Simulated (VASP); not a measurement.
**YN: single point with PBEsol**

YN:

```
CELL_PARAMETERS angstrom
0.00000 2.42815 2.42815
2.42815 0.00000 2.42815
2.42815 2.42815 0.00000
ATOMIC_POSITIONS crystal
Y 0.00000 0.00000 0.00000
N 0.50000 0.50000 0.50000
```

```
Program             : VASP 6.6.1
Task                : single point
Functional          : PBEsol
Potentials or basis : VASP PAW PBE potentials, release 64 (Y_sv, N)
Cutoff              : 600 eV
k mesh              : 12 × 12 × 12
Occupations         : gaussian, width 0.01 eV
Spin                : no spin polarisation
```

```yaml
Pressure: -0.2 GPa
Band_gap_on_the_k_mesh: 0.07 eV (least direct gap 0.45 eV)
```

Levels at points of the mesh, in eV from the valence-band top:
```
           k point  band 5  band 6  band 7  band 8  band 9  band 10  band 11  band 12
(0.00, 0.00, 0.00)  -12.92    0.00    0.00    0.00    3.12     3.12     3.12     4.26
(0.50, 0.00, 0.00)  -11.02   -4.20   -2.32   -2.32    5.79     6.49     6.49     6.76
(0.50, 0.50, 0.00)  -12.48   -1.47   -0.37   -0.37    0.07     6.99     7.44     8.11
```

Run time: 16 s on 1 thread of Intel(R) Xeon(R) 6975P-C (Granite Rapids), with other jobs on the host, peak memory 0.2 GiB.

Caveat: the PAW data sets were made with another functional, which shifts forces and pressure a little. A k mesh can miss the band edges.
